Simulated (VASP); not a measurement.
Ta2F, 3 atoms in the cell. Symmetry: P-3m1, No. 164, trigonal system. The conventional cell has a = 2.822 Å, b = 2.822 Å, c = 6.550 Å, α = 90.00°, β = 90.00°, γ = 120.00°. Within 3.4 Å of Ta (site symmetry 3m) lie 3 F at 2.57 Å and 9 Ta at 2.82 to 3.04 Å. F (site symmetry -3m) has 6 Ta at 2.57 Å and 6 F at 2.82 Å within 3.4 Å. 

| Quantity | Value |
| --- | --- |
| Program | VASP 6.6.1 |
| Task | single point |
| Functional | PBE |
| Potentials or basis | VASP PAW PBE potentials, release 64 (Ta_pv, F) |
| Cutoff | 520 eV |
| k mesh | 6 × 6 × 4 |
| Occupations | gaussian, width 0.1 eV |
| Spin | collinear spin, ferromagnetic start |
| Starting moments | [1.0, 1.0, 0.0] μB |
| Dipole correction | no |
| Further INCAR settings | ALGO = Normal; EDIFF = 1e-07; NBANDS = 26 |

Potentials or basis: VASP PAW PBE potentials, release 64 (Ta_pv, F).

The run is started by

```bash
$ cat potpaw_PBE.64/Ta_pv/POTCAR potpaw_PBE.64/F/POTCAR > POTCAR
$ mpirun -np 1 vasp_std > vasp.out
```

Hardware: 1 thread of Intel(R) Xeon(R) Platinum 8375C CPU @ 2.90GHz (Ice Lake), on a shared host.

How long does it take, and how much memory?

Run time: 95 s on 1 thread of Intel(R) Xeon(R) Platinum 8375C CPU @ 2.90GHz (Ice Lake) (shared host), peak memory 0.21 GiB. Counts: scf iterations 16, k points 24.
